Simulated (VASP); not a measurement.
Here is a VASP 6.6.1 calculation.

File INCAR:

```
PREC = Accurate
ENCUT = 500
EDIFF = 1E-6
ISMEAR = -1
SIGMA = 0.1
LREAL = F
LASPH = T
NELM = 120
ALGO = Normal
ISIF = 2
LWAVE = F
LCHARG = F
NBANDS = 18
GGA_COMPAT = F
```

Contents of KPOINTS:

```
regular mesh
0
Gamma
  10 10 10
```

POSCAR

```
ZnAg
1.0
    2.9639822047      0.0000000000      0.0000000000
    0.0000000000      2.9639822047      0.0000000000
    0.0000000000      0.0000000000      2.9639822047
Zn Ag
1 1
Direct
    0.5000000000      0.5000000000      0.5000000000
    0.0000000000      0.0000000000      0.0000000000
```

Potentials or basis: VASP PAW LDA potentials, release 64 (Zn, Ag).

Launch:

```console
$ cat potpaw_LDA.64/Zn/POTCAR potpaw_LDA.64/Ag/POTCAR > POTCAR
$ mpirun -np 1 vasp_std > vasp.out
```

**Question.** Predict the band gap on the k mesh.

**Answer.** Zero (an odd number of electrons rules out a gap without spin polarisation).

**Question.** Estimate the pressure.

**Answer.** 20.8 GPa.

Caveat: the cell stands under pressure.
